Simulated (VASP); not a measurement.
Here is a VASP 6.6.1 calculation.

INCAR

```
  ALGO = Normal
  EDIFF = 1E-6
  ENCUT = 520
  GGA = PE
  ISIF = 2
  ISMEAR = 0
  ISPIN = 2
  LASPH = True
  LCHARG = False
  LMAXMIX = 4
  LORBIT = 11
  LREAL = False
  LWAVE = False
  MAGMOM = 1 1 0 0 0 0
  NBANDS = 38
  NELM = 150
  PREC = Accurate
  SIGMA = 0.15
```

The input KPOINTS:

```
k-points
0
Gamma
  2 2 3
```

The input POSCAR:

```
TiMoSe4
1.0
    5.0254407339      0.0000000000      0.0000000000
    0.0000000000      5.0254407339      0.0000000000
    0.0000000000      0.0000000000      5.5756301376
Ti Mo Se
1 1 4
Direct
    0.0000000000      0.0000000000      0.5000000000
    0.0000000000      0.0000000000      0.0000000000
    0.0000000000      0.5000000000      0.5000000000
    0.5000000000      0.0000000000      0.5000000000
    0.0000000000      0.5000000000      0.0000000000
    0.5000000000      0.0000000000      0.0000000000
```

Potentials or basis: VASP PAW PBE potentials, release 64 (Ti_sv, Mo_sv, Se).

Command:

```console
$ cat potpaw_PBE.64/Ti_sv/POTCAR potpaw_PBE.64/Mo_sv/POTCAR potpaw_PBE.64/Se/POTCAR > POTCAR
$ mpirun -np 1 vasp_std > vasp.out
```

Question: Estimate the pressure.

Answer: 0.0 GPa.

Question: Predict the site moments.

Answer: Ti -0.35; Mo +0.31; Se +0.04, -0.02 (each value once) μB.

Question: Estimate the net moment.

Answer: -0.05 μB per cell.

Stress tensor (GPa, compression positive):
```
-0.28  0.00  0.00
 0.00 -0.28  0.00
 0.00  0.00  0.67
```

Caveat: the k points lie up to 0.63 Å⁻¹ apart.
